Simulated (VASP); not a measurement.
A run of VASP 6.6.1 is set up as follows.

The input INCAR:

```
  PREC = Accurate
  ENCUT = 520
  EDIFF = 1E-6
  ISMEAR = 1
  SIGMA = 0.05
  LREAL = False
  LASPH = True
  NELM = 100
  ALGO = Normal
  ISIF = 2
  LWAVE = False
  LCHARG = False
  GGA = PE
  NBANDS = 10
```

File KPOINTS:

```
regular mesh
0
Gamma
  10 10 10
```

The input POSCAR:

```
Rb
1.0
   -2.8025000000      2.8025000000      2.8025000000
    2.8025000000     -2.8025000000      2.8025000000
    2.8025000000      2.8025000000     -2.8025000000
Rb
1
Direct
    0.0000000000      0.0000000000      0.0000000000
```

Potentials or basis: VASP PAW PBE potentials, release 64 (Rb_sv).

Launch:

```console
$ cat potpaw_PBE.64/Rb_sv/POTCAR > POTCAR
$ mpirun -np 1 vasp_std > vasp.out
```

Problem. Estimate the pressure.

Solution. 0.1 GPa.
